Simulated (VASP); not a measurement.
# Ta in VASP: notebook

The runs below take Ta through single point, with PBE.

All numbers are computed with VASP 6.6.1; they aren't measurements. Logs are shortened: lines on timing, memory, paths and dates and some standing lists are left out, and cuts for length are marked.

**1. The cell of the first run**

The cell holds a wire or tube with vacuum around it, 7 atoms: a = 13.700 Å, b = 12.600 Å, c = 4.364 Å, α = 90.00°, β = 90.00°, γ = 90.00°.

**2. Single point, PBE**

Input file INCAR:

```
PREC = Accurate ; ENCUT = 520
EDIFF = 1E-7 ; ISMEAR = 0
SIGMA = 0.05 ; LREAL = F
LASPH = T ; NELM = 100
ALGO = Normal ; ISIF = 2
LWAVE = F ; LCHARG = T
GGA = PE ; LELF = T
LVHAR = T ; NBANDS = 48
```

Input file KPOINTS:

```
regular mesh
0
Gamma
  1 1 12
```

Input file POSCAR:

```
Ta
1.0
   13.7000000000      0.0000000000      0.0000000000
    0.0000000000     12.6000000000      0.0000000000
    0.0000000000      0.0000000000      4.3639646336
Ta
7
Direct
    0.6425307423      0.6236714064      0.0000000000
    0.6425307423      0.3763285936      0.0000000000
    0.5145762017      0.6373826242      0.5000000000
    0.5145762017      0.3626173758      0.5000000000
    0.4869647359      0.5000000000      0.0000000000
    0.3690601043      0.5000000000      0.5000000000
    0.6723508573      0.5000000000      0.5000000000
```

Potentials or basis: VASP PAW PBE potentials, release 64 (Ta_pv).

Launch:

```console
> cat potpaw_PBE.64/Ta_pv/POTCAR > POTCAR
> mpirun -np 1 vasp_std > vasp.out
```

OUTCAR:

```text
PREC = Accurate
   ENCUT = 520
   EDIFF = 1E-7
   ISMEAR = 0
   LREAL = F
   LASPH = T
   NELM = 100
   ISIF = 2
   GGA = PE

 ion  position               nearest neighbor table
   1  0.643  0.624  0.000-   5 2.64   7 2.71   7 2.71   3 2.80   3 2.80   2 3.12
   2  0.643  0.376  0.000-   5 2.64   7 2.71   7 2.71   4 2.80   4 2.80   1 3.12
   3  0.515  0.637  0.500-   6 2.64   7 2.77   1 2.80   1 2.80   5 2.81   5 2.81   4 3.46
   4  0.515  0.363  0.500-   6 2.64   7 2.77   2 2.80   2 2.80   5 2.81   5 2.81   3 3.46
   5  0.487  0.500  0.000-   1 2.64   2 2.64   6 2.71   6 2.71   3 2.81   3 2.81   4 2.81   4 2.81
                             7 3.35   7 3.35
   6  0.369  0.500  0.500-   3 2.64   4 2.64   5 2.71   5 2.71
   7  0.672  0.500  0.500-   1 2.71   2 2.71   1 2.71   2 2.71   3 2.77   4 2.77   5 3.35   5 3.35

  LATTYP: Found a simple orthorhombic cell.
 ALAT       =     4.3639646336
 B/A-ratio  =     2.8872827940
 C/A-ratio  =     3.1393471649

  Lattice vectors:

 A1 = (   0.0000000000,   0.0000000000,  -4.3639646336)
 A2 = (   0.0000000000,  12.6000000000,   0.0000000000)
 A3 = (  13.7000000000,   0.0000000000,   0.0000000000)

Analysis of symmetry for initial positions (statically):
=====================================================================
 Subroutine PRICEL returns:
 Original cell was already a primitive cell.

 Routine SETGRP: Setting up the symmetry group for a
 simple orthorhombic supercell.

 Subroutine GETGRP returns: Found  4 space group operations
 (whereof  4 operations were pure point group operations)
 out of a pool of  8 trial point group operations.

The static configuration has the point symmetry C_2v.

Analysis of symmetry for dynamics (positions and initial velocities):
=====================================================================
 Subroutine PRICEL returns:
 Original cell was already a primitive cell.

 Routine SETGRP: Setting up the symmetry group for a
 simple orthorhombic supercell.

 Subroutine GETGRP returns: Found  4 space group operations
 (whereof  4 operations were pure point group operations)
 out of a pool of  8 trial point group operations.

The dynamic configuration has the point symmetry C_2v.

 Subroutine INISYM returns: Found  4 space group operations
 (whereof  4 operations are pure point group operations),
 and found     1 'primitive' translations

[... 90 lines left out ...]
   IBRION =     -1    ionic relax: 0-MD 1-quasi-New 2-CG
   NFREE  =      0    steps in history (QN), initial steepest desc. (CG)
   ISIF   =      2    stress and relaxation
   ISYM   =      2    0-nonsym 1-usesym 2-fastsym
   POTIM  = 0.5000    time-step for ionic-motion
   TEBEG  =    0.0;   TEEND  =   0.0 temperature during run
   PSTRESS=    0.0 pullay stress
   NELECT =      77.0000    total number of electrons
   NUPDOWN=      -1.0000    fix difference up-down
   EMIN   =  10.00;   EMAX   =-10.00  energy-range for DOS
   EFERMI =   0.00;   METHOD = LEGACY
   ISMEAR =     0;   SIGMA  =   0.05  broadening in eV -4-tet -1-fermi 0-gaus
   EFERMI_NEDOS =   21; number of points for ismear=-14 and -15
   IALGO  =     38    algorithm
   IMIX   =      4    mixing-type and parameters
     AMIX     =   0.40;   BMIX     =  1.00
     AMIX_MAG =   1.60;   BMIX_MAG =  1.00
  volume/ion in A,a.u.               =     107.62       726.22
  Fermi-wavevector in a.u.,A,eV,Ry     =   0.765446  1.446482  7.971747  0.585907
  Thomas-Fermi vector in A             =   1.865568
   LORBIT       =      0    0 simple, 1 ext, 2 COOP (PROOUT), +10 PAW based schemes
   GGA     = PE    functional components
   LHFCALC =     F    Hartree Fock is set to
   AEXX    =    0.0000 exact exchange contribution
   IVDW    =     0    specifies the selected vdW correction
   LEPSILON=     F    determine dielectric tensor
   LRPA    =     F    only Hartree local field effects (RPA)
 non-spin polarized calculation
 Gauss-broadening in eV      SIGMA  =   0.05
  energy-cutoff  :      520.00
  volume of cell :      753.31
 maximum number of plane-waves:     20344
 NGX is ok and might be reduce to   108
   NGX = 51   NGY = 47   NGZ = 17

 number of electron      77.0000012 magnetization

 Free energy of the ion-electron system (eV)
  ---------------------------------------------------
  ext. energy  EPLUGINS =         0.00000000
  ---------------------------------------------------
  free energy    TOTEN  =       -68.35520383 eV

  energy without entropy =      -68.34524145  energy(sigma->0) =      -68.35022264

 E-fermi :  -1.8416     XC(G=0):  -3.5770

 val. band max:       -1.8948189077   @ k =   0.0000   0.0000   0.0000
 cond. band min:      -1.8349347494   @ k =   0.0000   0.0000   0.4167
 fundamental gap:      0.0598841583
 Fermi energy:        -1.8415632125

 k-point     1 :       0.0000    0.0000    0.0000
  band No.  band energies     occupation
      1     -36.7549      2.00000
      2     -36.6480      2.00000
      3     -36.6099      2.00000
      4     -36.5639      2.00000
      5     -36.4347      2.00000
      6     -36.3407      2.00000
[... 346 lines left out ...]
     47      -0.3357      0.00000
     48      -0.3222      0.00000

------------------------ aborting loop because EDIFF is reached ----------------------------------------

  FORCE on cell =-STRESS in cart. coord.  units (eV):
  Direction    XX          YY          ZZ          XY          YZ          ZX
  --------------------------------------------------------------------------------------
  -------------------------------------------------------------------------------------
  Total       -0.0347043      0.0270509      0.1094081      0.0000000      0.0000000      0.0000000
  in kB       -0.0738112      0.0575334      0.2326955      0.0000000      0.0000000      0.0000000
  external PRESSURE =       0.0721392 kB  Pullay stress =       0.0000000 kB

 VOLUME and BASIS-vectors are now :
 -----------------------------------------------------------------------------
  energy-cutoff  :      520.00
  volume of cell :      753.31
      direct lattice vectors                 reciprocal lattice vectors
    13.700000000  0.000000000  0.000000000     0.072992701  0.000000000  0.000000000
     0.000000000 12.600000000  0.000000000     0.000000000  0.079365079  0.000000000
     0.000000000  0.000000000  4.363964634     0.000000000  0.000000000  0.229149428

 POSITION                                       TOTAL-FORCE (eV/Angst)
 -----------------------------------------------------------------------------------
      8.80267      7.85826      0.00000         0.004620      0.012212      0.000000
      8.80267      4.74174      0.00000         0.004620     -0.012212      0.000000
      7.04969      8.03102      2.18198         0.002390      0.009004     -0.000000
      7.04969      4.56898      2.18198         0.002390     -0.009004      0.000000
      6.67142      6.30000      0.00000        -0.005515      0.000000      0.000000
      5.05612      6.30000      2.18198        -0.010919      0.000000      0.000000
      9.21121      6.30000      2.18198         0.002415      0.000000      0.000000
 -----------------------------------------------------------------------------------
    total drift:                               -0.000117     -0.000000      0.000000

  FREE ENERGIE OF THE ION-ELECTRON SYSTEM (eV)
  ---------------------------------------------------
  free  energy   TOTEN  =       -68.3552038336 eV

  energy  without entropy=      -68.3452414466  energy(sigma->0) =      -68.35022264
```

stdout:

```text
POSCAR found type information on POSCAR Ta
 POSCAR found :  1 types and       7 ions
 scaLAPACK will be used
 LDA part: xc-table for (Slater+PW92), standard interpolation
 POSCAR, INCAR and KPOINTS ok, starting setup
 FFT: planning ... GRIDC
 FFT: planning ... GRID_SOFT
 FFT: planning ... GRID
 WAVECAR not read
 entering main loop
```

It took 5.9 min on 1 thread of Intel Xeon 6975P-C (Granite Rapids), shared host; peak memory 0.76 GiB.

Results:

* Free energy: -68.3552 eV
* Largest force: 0.013 eV/Å
* Band gap on the k mesh: zero (an odd number of electrons rules out a gap without spin polarisation)

Forces in eV/Å, atoms in the order of the input:
```
Ta   0.005  0.012  0.000
Ta   0.005 -0.012  0.000
Ta   0.002  0.009  0.000
Ta   0.002 -0.009  0.000
Ta  -0.006  0.000  0.000
Ta  -0.011  0.000  0.000
Ta   0.002  0.000  0.000
```

Caveat: spin-orbit coupling is left out, which moves the levels of the heavy elements.

**3. Single point, PBE**

This run uses another cell than the first one.

Input file INCAR:

```
SYSTEM = Ta
PREC     = Accurate       ! precision mode
ENCUT    = 520            ! plane-wave cutoff, eV
EDIFF    = 1E-6           ! SCF threshold, eV
ISMEAR   = 0              ! smearing method
SIGMA    = 0.05           ! smearing width, eV
LREAL    = .False.        ! projectors in reciprocal space
LASPH    = .True.         ! aspherical terms in the spheres
NELM     = 80             ! most SCF steps
ALGO     = Normal         ! electronic algorithm
ISIF     = 2              ! what is computed and relaxed
LWAVE    = .False.        ! write WAVECAR
LCHARG   = .False.        ! write CHGCAR
GGA      = PE             ! functional
NBANDS   = 48             ! bands
```

Input file KPOINTS:

```
regular mesh
0
Gamma
  1 1 12
  0 0 0
```

Input file POSCAR:

```
Ta
1.0
   13.7000000000      0.0000000000      0.0000000000
    0.0000000000     12.6000000000      0.0000000000
    0.0000000000      0.0000000000      4.6934773201
Ta
7
Direct
    0.6712947927      0.6316980016      0.0000000000
    0.6712947927      0.3683019984      0.0000000000
    0.5000000000      0.6316980016      0.5000000000
    0.5000000000      0.3683019984      0.5000000000
    0.5000000000      0.5000000000      0.0000000000
    0.3287052073      0.5000000000      0.5000000000
    0.6712947927      0.5000000000      0.5000000000
```

Potentials or basis: VASP PAW PBE potentials, release 64 (Ta_pv).

Launch:

```console
> cat potpaw_PBE.64/Ta_pv/POTCAR > POTCAR
> mpirun -np 1 vasp_std > vasp.out
```

OUTCAR:

```text
SYSTEM = Ta
   PREC = Accurate
   ENCUT = 520
   EDIFF = 1E-6
   ISMEAR = 0
   LREAL = .False.
   LASPH = .True.
   NELM = 80
   ISIF = 2
   GGA = PE

 ion  position               nearest neighbor table
   1  0.671  0.632  0.000-   5 2.87   7 2.87   7 2.87   2 3.32   3 3.32   3 3.32
   2  0.671  0.368  0.000-   5 2.87   7 2.87   7 2.87   1 3.32   4 3.32   4 3.32
   3  0.500  0.632  0.500-   6 2.87   7 2.87   5 2.87   5 2.87   4 3.32   1 3.32   1 3.32
   4  0.500  0.368  0.500-   6 2.87   7 2.87   5 2.87   5 2.87   3 3.32   2 3.32   2 3.32
   5  0.500  0.500  0.000-   1 2.87   2 2.87   3 2.87   4 2.87   3 2.87   4 2.87   6 3.32   7 3.32
                             6 3.32   7 3.32
   6  0.329  0.500  0.500-   3 2.87   4 2.87   5 3.32   5 3.32
   7  0.671  0.500  0.500-   3 2.87   4 2.87   1 2.87   2 2.87   1 2.87   2 2.87   5 3.32   5 3.32

  LATTYP: Found a simple orthorhombic cell.
 ALAT       =     4.6934773201
 B/A-ratio  =     2.6845767308
 C/A-ratio  =     2.9189445406

  Lattice vectors:

 A1 = (   0.0000000000,   0.0000000000,  -4.6934773201)
 A2 = (   0.0000000000,  12.6000000000,   0.0000000000)
 A3 = (  13.7000000000,   0.0000000000,   0.0000000000)

Analysis of symmetry for initial positions (statically):
[... 171 lines left out ...]
 Fermi energy:        -1.7697942543

 k-point     1 :       0.0000    0.0000    0.0000
  band No.  band energies     occupation
      1     -37.0035      2.00000
      2     -36.9321      2.00000
      3     -36.8976      2.00000
      4     -36.8284      2.00000
      5     -36.7463      2.00000
      6     -36.7174      2.00000
[... 346 lines left out ...]
     47      -0.7628      0.00000
     48      -0.5770      0.00000

------------------------ aborting loop because EDIFF is reached ----------------------------------------

  FORCE on cell =-STRESS in cart. coord.  units (eV):
  Direction    XX          YY          ZZ          XY          YZ          ZX
  --------------------------------------------------------------------------------------
  -------------------------------------------------------------------------------------
  Total      -23.4575995    -18.8593927    -23.6654306      0.0000000      0.0000000      0.0000000
  in kB      -46.3882847    -37.2951578    -46.7992785      0.0000000      0.0000000      0.0000000
  external PRESSURE =     -43.4942404 kB  Pullay stress =       0.0000000 kB

 VOLUME and BASIS-vectors are now :
 -----------------------------------------------------------------------------
  energy-cutoff  :      520.00
  volume of cell :      810.19
      direct lattice vectors                 reciprocal lattice vectors
    13.700000000  0.000000000  0.000000000     0.072992701  0.000000000  0.000000000
     0.000000000 12.600000000  0.000000000     0.000000000  0.079365079  0.000000000
     0.000000000  0.000000000  4.693477320     0.000000000  0.000000000  0.213061645

 POSITION                                       TOTAL-FORCE (eV/Angst)
 -----------------------------------------------------------------------------------
      9.19674      7.95939      0.00000        -1.826880     -2.841218      0.000000
      9.19674      4.64061      0.00000        -1.826880      2.841218      0.000000
      6.85000      7.95939      2.34674         0.283065     -2.828965     -0.000000
      6.85000      4.64061      2.34674         0.283065      2.828965      0.000000
      6.85000      6.30000      0.00000        -0.037755      0.000000      0.000000
      4.50326      6.30000      2.34674         4.706347      0.000000      0.000000
      9.19674      6.30000      2.34674        -1.580962      0.000000      0.000000
 -----------------------------------------------------------------------------------
    total drift:                                0.000181      0.000000     -0.000000

  FREE ENERGIE OF THE ION-ELECTRON SYSTEM (eV)
  ---------------------------------------------------
  free  energy   TOTEN  =       -64.7742695152 eV

  energy  without entropy=      -64.7662949445  energy(sigma->0) =      -64.77028223
```

OSZICAR:

```text
N       E                     dE             d eps       ncg     rms          rms(c)
DAV:   1     0.444565526690E+03    0.44457E+03   -0.38507E+04   960   0.121E+03
DAV:   2    -0.286789445941E+02   -0.47324E+03   -0.45671E+03   808   0.272E+02
DAV:   3    -0.719473657253E+02   -0.43268E+02   -0.41540E+02   888   0.579E+01
[... 17 lines left out ...]
DAV:  21    -0.647741726792E+02   -0.15296E-03   -0.31201E-05   824   0.252E-02    0.777E-03
DAV:  22    -0.647742490356E+02   -0.76356E-04   -0.14523E-05   760   0.148E-02    0.225E-03
DAV:  23    -0.647742667808E+02   -0.17745E-04   -0.41287E-06   688   0.692E-03    0.217E-03
DAV:  24    -0.647742692098E+02   -0.24290E-05   -0.11638E-06   568   0.389E-03    0.886E-04
DAV:  25    -0.647742695152E+02   -0.30539E-06   -0.27253E-07   512   0.191E-03
   1 F= -.64774270E+02 E0= -.64770282E+02  d E =-.797457E-02
```

stdout:

```text
POSCAR found type information on POSCAR Ta
 POSCAR found :  1 types and       7 ions
 scaLAPACK will be used
 LDA part: xc-table for (Slater+PW92), standard interpolation
 POSCAR, INCAR and KPOINTS ok, starting setup
 FFT: planning ... GRIDC
 FFT: planning ... GRID_SOFT
 FFT: planning ... GRID
 WAVECAR not read
 entering main loop
```

It took 6.8 min on 1 thread of Intel Xeon 6975P-C (Granite Rapids), shared host; peak memory 0.77 GiB.

What came out:

- Free energy: -64.7743 eV
- Largest force: 4.706 eV/Å
- Band gap on the k mesh: zero (an odd number of electrons rules out a gap without spin polarisation)

Forces on the atoms (eV/Å):
```
Ta  -1.827 -2.841  0.000
Ta  -1.827  2.841  0.000
Ta   0.283 -2.829  0.000
Ta   0.283  2.829  0.000
Ta  -0.038  0.000  0.000
Ta   4.706  0.000  0.000
Ta  -1.581  0.000  0.000
```

Caveat: spin-orbit coupling is left out, which moves the levels of the heavy elements.
